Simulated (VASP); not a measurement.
# Na (I4/mmm) in VASP: a series of runs

Runs on Na. Level: PBEsol. Tasks: single point.

Everything below comes from runs of VASP 6.6.1. Logs are shortened: lines on timing, memory, paths and dates and some standing lists are left out, and cuts for length are marked.

### Step 1. The cell of the first run

Symmetry: I4/mmm, No. 139, tetragonal system. The conventional cell has a = 4.108 Å, b = 4.108 Å, c = 4.235 Å, α = 90.00°, β = 90.00°, γ = 90.00°. Na (site symmetry 4/mmm) has 14 Na at 3.59 to 4.24 Å within 4.7 Å.

### Step 2. Single point, PBEsol (equal xx and yy strain of -3 %)

INCAR

```
SYSTEM = Na
PREC     = Accurate       ! precision mode
ENCUT    = 520            ! plane-wave cutoff, eV
EDIFF    = 1E-6           ! SCF threshold, eV
ISMEAR   = -1             ! smearing method
SIGMA    = 0.05           ! smearing width, eV
LREAL    = .FALSE.        ! projectors in reciprocal space
LASPH    = .TRUE.         ! aspherical terms in the spheres
NELM     = 80             ! most SCF steps
ALGO     = Normal         ! electronic algorithm
ISIF     = 2              ! what is computed and relaxed
LWAVE    = .FALSE.        ! write WAVECAR
LCHARG   = .FALSE.        ! write CHGCAR
GGA      = PS             ! functional
NBANDS   = 10             ! bands
```

KPOINTS

```
regular mesh
0
G
  12 12 12
  0 0 0
```

POSCAR

```
Na
1.0
   -2.0539750000      2.0539750000      2.1175000000
    2.0539750000     -2.0539750000      2.1175000000
    2.0539750000      2.0539750000     -2.1175000000
Na
1
Direct
    0.0000000000      0.0000000000      0.0000000000
```

Potentials or basis: VASP PAW PBE potentials, release 64 (Na_pv).

The run is started by

```
$ cat potpaw_PBE.64/Na_pv/POTCAR > POTCAR
$ mpirun -np 1 vasp_std > vasp.out
```

OUTCAR:

```text
SYSTEM = Na
   PREC = Accurate
   ENCUT = 520
   EDIFF = 1E-6
   ISMEAR = -1
   LREAL = .FALSE.
   LASPH = .TRUE.
   NELM = 80
   ISIF = 2
   GGA = PS

 ion  position               nearest neighbor table
   1  0.000  0.000  0.000-

  LATTYP: Found a body centered tetragonal cell.
 ALAT       =     4.1079500000
 C/A-ratio  =     1.0309278351

  Lattice vectors:

 A1 = (  -2.0539750000,   2.0539750000,   2.1175000000)
 A2 = (   2.0539750000,  -2.0539750000,   2.1175000000)
 A3 = (   2.0539750000,   2.0539750000,  -2.1175000000)

Analysis of symmetry for initial positions (statically):
=====================================================================
 Subroutine PRICEL returns:
 Original cell was already a primitive cell.

 Routine SETGRP: Setting up the symmetry group for a
 body centered tetragonal supercell.

 Subroutine GETGRP returns: Found 16 space group operations
 (whereof 16 operations were pure point group operations)
 out of a pool of 16 trial point group operations.

The static configuration has the point symmetry D_4h.

Analysis of symmetry for dynamics (positions and initial velocities):
=====================================================================
 Subroutine PRICEL returns:
 Original cell was already a primitive cell.

 Routine SETGRP: Setting up the symmetry group for a
 body centered tetragonal supercell.

 Subroutine GETGRP returns: Found 16 space group operations
 (whereof 16 operations were pure point group operations)
 out of a pool of 16 trial point group operations.

The dynamic configuration has the point symmetry D_4h.

 Subroutine INISYM returns: Found 16 space group operations
 (whereof 16 operations are pure point group operations),
 and found     1 'primitive' translations

----------------------------------------------------------------------------------------

                                     Primitive cell

  volume of cell :      35.7333

  direct lattice vectors                    reciprocal lattice vectors
    -2.053975000  2.053975000  2.117500000     0.000000000  0.243430421  0.236127509
     2.053975000 -2.053975000  2.117500000     0.243430421  0.000000000  0.236127509
     2.053975000  2.053975000 -2.117500000     0.243430421  0.243430421  0.000000000

  length of vectors
     3.594639461  3.594639461  3.594639461     0.339137982  0.339137982  0.344262604

  position of ions in fractional coordinates (direct lattice)
[... 75 lines left out ...]
   ENCUT  =  520.0 eV  38.22 Ry    6.18 a.u.   6.68  6.68  6.68*2*pi/ulx,y,z
   NELM   =     80;   NELMIN=  2; NELMDL= -5     # of ELM steps
   EDIFF  = 0.1E-05   stopping-criterion for ELM
   LREAL  =      F    real-space projection
   EDIFFG = 0.1E-04   stopping-criterion for IOM
   NSW    =      0    number of steps for IOM
   IBRION =     -1    ionic relax: 0-MD 1-quasi-New 2-CG
   NFREE  =      0    steps in history (QN), initial steepest desc. (CG)
   ISIF   =      2    stress and relaxation
   ISYM   =      2    0-nonsym 1-usesym 2-fastsym
   POTIM  = 0.5000    time-step for ionic-motion
   TEBEG  =    0.0;   TEEND  =   0.0 temperature during run
   PSTRESS=    0.0 pullay stress
   NELECT =       7.0000    total number of electrons
   NUPDOWN=      -1.0000    fix difference up-down
   EMIN   =  10.00;   EMAX   =-10.00  energy-range for DOS
   EFERMI =   0.00;   METHOD = LEGACY
   ISMEAR =    -1;   SIGMA  =   0.05  broadening in eV -4-tet -1-fermi 0-gaus
   EFERMI_NEDOS =   21; number of points for ismear=-14 and -15
   IALGO  =     38    algorithm
   IMIX   =      4    mixing-type and parameters
     AMIX     =   0.40;   BMIX     =  1.00
     AMIX_MAG =   1.60;   BMIX_MAG =  1.00
  volume/ion in A,a.u.               =      35.73       241.14
  Fermi-wavevector in a.u.,A,eV,Ry     =   0.950786  1.796726 12.299594  0.903995
  Thomas-Fermi vector in A             =   2.079196
   LORBIT       =      0    0 simple, 1 ext, 2 COOP (PROOUT), +10 PAW based schemes
   GGA     = PS    functional components
   LHFCALC =     F    Hartree Fock is set to
   AEXX    =    0.0000 exact exchange contribution
   IVDW    =     0    specifies the selected vdW correction
   LEPSILON=     F    determine dielectric tensor
   LRPA    =     F    only Hartree local field effects (RPA)
 non-spin polarized calculation
  energy-cutoff  :      520.00
  volume of cell :       35.73
 maximum number of plane-waves:       980
   NGX = 13   NGY = 13   NGZ = 13

 number of electron       6.9999993 magnetization

 Free energy of the ion-electron system (eV)
  ---------------------------------------------------
  ext. energy  EPLUGINS =         0.00000000
  ---------------------------------------------------
  free energy    TOTEN  =        -1.39938528 eV

  energy without entropy =       -1.39437044  energy(sigma->0) =       -1.39687786

 E-fermi :   0.3811     XC(G=0):  -6.5989

 val. band max:        0.3683189449   @ k =   0.5000   0.2500   0.0000
 cond. band min:       0.3845057325   @ k =   0.5000   0.3333   0.0833
 fundamental gap:      0.0161867877
 Fermi energy:         0.3810503595

 k-point     1 :       0.0000    0.0000    0.0000
  band No.  band energies     occupation
      1     -24.3452      2.00000
      2     -24.3452      2.00000
      3     -24.3450      2.00000
      4      -2.9447      2.00000
      5      12.2354      0.00000
      6      12.2354      0.00000
      7      12.7039      0.00000
      8      13.1863      0.00000
      9      13.6465      0.00000
     10      13.7800      0.00000
[... 287 lines left out ...]
 k-point    24 :      -0.4167    0.1667    0.0000
  band No.  band energies     occupation
      1     -24.3765      2.00000
      2     -24.3571      2.00000
      3     -24.3482      2.00000
      4      -0.5982      2.00000
      5       4.8192      0.00000
      6       6.6139      0.00000
      7       9.3544      0.00000
      8      11.9773      0.00000
      9      13.1301      0.00000
     10      14.9924      0.00000

 [... further k-points ...]
[... 5 lines left out ...]
  --------------------------------------------------------------------------------------
  -------------------------------------------------------------------------------------
  Total        0.0195220      0.0195220      0.0325671      0.0000000      0.0000000      0.0000000
  in kB        0.8753096      0.8753096      1.4602122      0.0000000      0.0000000      0.0000000
  external PRESSURE =       1.0702771 kB  Pullay stress =       0.0000000 kB

 VOLUME and BASIS-vectors are now :
 -----------------------------------------------------------------------------
  energy-cutoff  :      520.00
  volume of cell :       35.73
      direct lattice vectors                 reciprocal lattice vectors
    -2.053975000  2.053975000  2.117500000     0.000000000  0.243430421  0.236127509
     2.053975000 -2.053975000  2.117500000     0.243430421  0.000000000  0.236127509
     2.053975000  2.053975000 -2.117500000     0.243430421  0.243430421  0.000000000

 POSITION                                       TOTAL-FORCE (eV/Angst)
 -----------------------------------------------------------------------------------
      0.00000      0.00000      0.00000        -0.000000      0.000000      0.000000
 -----------------------------------------------------------------------------------
    total drift:                               -0.000000     -0.000000     -0.000000

  FREE ENERGIE OF THE ION-ELECTRON SYSTEM (eV)
  ---------------------------------------------------
  free  energy   TOTEN  =        -1.3993852826 eV

  energy  without entropy=       -1.3943704439  energy(sigma->0) =       -1.39687786
```

OSZICAR:

```text
N       E                     dE             d eps       ncg     rms          rms(c)
DAV:   1     0.287567017689E+02    0.28757E+02   -0.37900E+03  3274   0.584E+02
DAV:   2    -0.741352014566E+00   -0.29498E+02   -0.29362E+02  3362   0.152E+02
DAV:   3    -0.139667016901E+01   -0.65532E+00   -0.65488E+00  3968   0.244E+01
DAV:   4    -0.140167256147E+01   -0.50024E-02   -0.50019E-02  3846   0.208E+00
DAV:   5    -0.140173744615E+01   -0.64885E-04   -0.64884E-04  3670   0.235E-01    0.241E-01
DAV:   6    -0.139997036496E+01    0.17671E-02   -0.28266E-03  3836   0.778E-01    0.144E-01
DAV:   7    -0.139943811753E+01    0.53225E-03   -0.24818E-03  3682   0.652E-01    0.454E-02
DAV:   8    -0.139938504397E+01    0.53074E-04   -0.19536E-04  3716   0.243E-01    0.200E-03
DAV:   9    -0.139938528260E+01   -0.23862E-06   -0.71132E-07  2522   0.940E-03
   1 F= -.13993853E+01 E0= -.13968779E+01  d E =-.501484E-02
```

stdout:

```text
POSCAR found type information on POSCAR Na
 POSCAR found :  1 types and       1 ions
 scaLAPACK will be used
 -----------------------------------------------------------------------------
|                                                                             |
|                                                                             |
|     You enforced a specific xc type in the INCAR file but a different       |
|     I HOPE YOU KNOW WHAT YOU ARE DOING!                                     |
|                                                                             |
 -----------------------------------------------------------------------------

 LDA part: xc-table for (Slater+PW92), standard interpolation
 POSCAR, INCAR and KPOINTS ok, starting setup
 FFT: planning ... GRIDC
 FFT: planning ... GRID_SOFT
 FFT: planning ... GRID
 WAVECAR not read
 entering main loop
```

Wall time 17 s (1 thread of Intel Xeon Platinum 8488C (Sapphire Rapids), shared host); peak memory 0.18 GiB.

Results:

```
Free energy : -1.3994 eV
Pressure    : 0.1 GPa
```

Caveat: the cell differs from its parent crystal (equal xx and yy strain of -3 %); the PAW data sets were made with another functional, which shifts forces and pressure a little.

### Step 3. Single point, PBEsol (equal xx and yy strain of -2 %)

INCAR

```
SYSTEM = Na
PREC = Accurate
ENCUT = 520
EDIFF = 1E-6
ISMEAR = -1
SIGMA = 0.05
LREAL = .FALSE.
LASPH = .TRUE.
NELM = 80
ALGO = Normal
ISIF = 2
LWAVE = .FALSE.
LCHARG = .FALSE.
GGA = PS
NBANDS = 10
```

KPOINTS is that of step 2.

POSCAR

```
Na
1.0
   -2.0751500000      2.0751500000      2.1175000000
    2.0751500000     -2.0751500000      2.1175000000
    2.0751500000      2.0751500000     -2.1175000000
Na
1
Direct
    0.0000000000      0.0000000000      0.0000000000
```

Potentials or basis: VASP PAW PBE potentials, release 64 (Na_pv).

The run is started by

```
$ cat potpaw_PBE.64/Na_pv/POTCAR > POTCAR
$ mpirun -np 1 vasp_std > vasp.out
```

It took 17 s on 1 thread of Intel Xeon Platinum 8488C (Sapphire Rapids), shared host; peak memory 0.18 GiB.

It converged, with:

* Free energy: -1.3996 eV
* Pressure: -0.1 GPa

Levels at points of the mesh, in eV from the Fermi level:
```
           k point  band 1  band 2  band 3  band 4  band 5  band 6  band 7  band 8
(0.00, 0.00, 0.00)  -24.74  -24.74  -24.74   -3.28   11.77   11.77   12.08   12.74
(0.50, 0.00, 0.00)  -24.78  -24.75  -24.74    0.76    1.25    8.39    9.39    9.48
(0.50, 0.50, 0.00)  -24.78  -24.75  -24.74    0.84    1.34    8.13    9.13    9.22
(0.50, 0.50, 0.50)  -24.77  -24.77  -24.77    4.48    4.66    4.75    5.10    5.10
```

Caveat: the cell differs from its parent crystal (equal xx and yy strain of -2 %); the PAW data sets were made with another functional, which shifts forces and pressure a little.

### Step 4. Single point, PBEsol (equal xx and yy strain of -1 %)

INCAR

```
SYSTEM = Na
PREC = Accurate
ENCUT = 520
EDIFF = 1E-7
ISMEAR = -1
SIGMA = 0.05
LREAL = .FALSE.
LASPH = .TRUE.
NELM = 80
ALGO = Normal
ISIF = 2
LWAVE = .FALSE.
LCHARG = .TRUE.
GGA = PS
LELF = .TRUE.
LVHAR = .TRUE.
NBANDS = 10
```

KPOINTS

```
Automatic mesh
0
G
  12 12 12
  0 0 0
```

POSCAR

```
Na
1.0
   -2.0963250000      2.0963250000      2.1175000000
    2.0963250000     -2.0963250000      2.1175000000
    2.0963250000      2.0963250000     -2.1175000000
Na
1
Direct
    0.0000000000      0.0000000000      0.0000000000
```

The run is started by

```
$ cat potpaw_PBE.64/Na_pv/POTCAR > POTCAR
$ mpirun -np 1 vasp_std > vasp.out
```

Run time: 20 s. Hardware: 1 thread of Intel Xeon Platinum 8488C (Sapphire Rapids), shared host; peak memory 0.18 GiB.

It converged, with:

```yaml
Free_energy: -1.3990 eV
Pressure: -0.2 GPa
```

Levels at points of the mesh, in eV from the Fermi level:
```csv
k point,band 1,band 2,band 3,band 4,band 5,band 6,band 7,band 8,band 9
"(0.00, 0.00, 0.00)",-24.75,-24.75,-24.75,-3.23,11.69,11.69,11.84,12.67,12.82
"(0.50, 0.00, 0.00)",-24.79,-24.76,-24.75,0.77,1.24,8.26,9.21,9.31,10.41
"(0.50, 0.50, 0.00)",-24.79,-24.76,-24.75,0.81,1.29,8.14,9.08,9.19,10.35
"(0.50, 0.50, 0.50)",-24.78,-24.78,-24.78,4.50,4.59,4.80,4.97,4.97,7.76
```

Caveat: the cell differs from its parent crystal (equal xx and yy strain of -1 %); the PAW data sets were made with another functional, which shifts forces and pressure a little.

### Step 5. The runs side by side

| cell | gap on the mesh (eV) | pressure (GPa) |
| --- | --- | --- |
| a = 3.595 Å, angles 110.3, 110.3, 107.8°, 1 atom | none | 0.1 |
| a = 3.619 Å, angles 110.0, 110.0, 108.4°, 1 atom | none | -0.1 |
| a = 3.643 Å, angles 109.7, 109.7, 108.9°, 1 atom | none | -0.2 |

Alike in all rows: task single point; level PBEsol; potentials or basis VASP PAW PBE potentials, release 64 (Na_pv); no spin polarisation; k mesh 12 × 12 × 12; cutoff (eV) 520; smearing fermi-dirac 0.05 eV.

Caveats: the PAW data sets were made with another functional, which shifts forces and pressure a little.

Absolute energies hang on the potentials; compare differences alone.
